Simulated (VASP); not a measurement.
BN: G0W0 quasiparticle levels with LDA

BN:

```
B N
1.0
     2.49134    0.00000    0.00000
    -1.24567    2.15756    0.00000
     0.00000    0.00000    4.00106
B N
2 2
Cartesian
  0.0000 0.0000 0.0000
  0.0000 0.0000 2.0005
  0.0000 1.4384 1.0003
  1.2457 0.7192 3.0008
```

```yaml
Program: VASP 6.6.1
Task: G0W0 quasiparticle levels
Functional: LDA
Potentials_or_basis: VASP PAW LDA potentials, release 64 (B_GW, N_GW)
Cutoff: 500 eV
k_mesh: 6 × 6 × 4
Occupations: gaussian, width 0.01 eV
Spin: no spin polarisation
Dipole_correction: no
GW_scheme: G0W0
GW_iterations: 1
Cutoff_of_the_response_function: 140
Frequency_points: 96
Empty_bands: 80
Further_INCAR_settings: ALGO = EVGW0; EDIFF = 1e-08; NBANDS = 88
```

```json
{"Quasiparticle gap": "2.07 eV", "Least direct quasiparticle gap": "6.43 eV", "Band gap of the starting levels on the mesh": "1.67 eV", "Least direct gap of the starting levels on the mesh": "5.52 eV"}
```

It took 3.3 min on 1 thread of AMD EPYC 9R45 96-Core Processor (Zen 5), with other jobs on the host, peak memory 0.31 GiB.

Caveat: the k points lie up to 0.49 Å⁻¹ apart; bands, screening cutoff and mesh are small and nothing is extrapolated, so the quasiparticle values aren't converged.
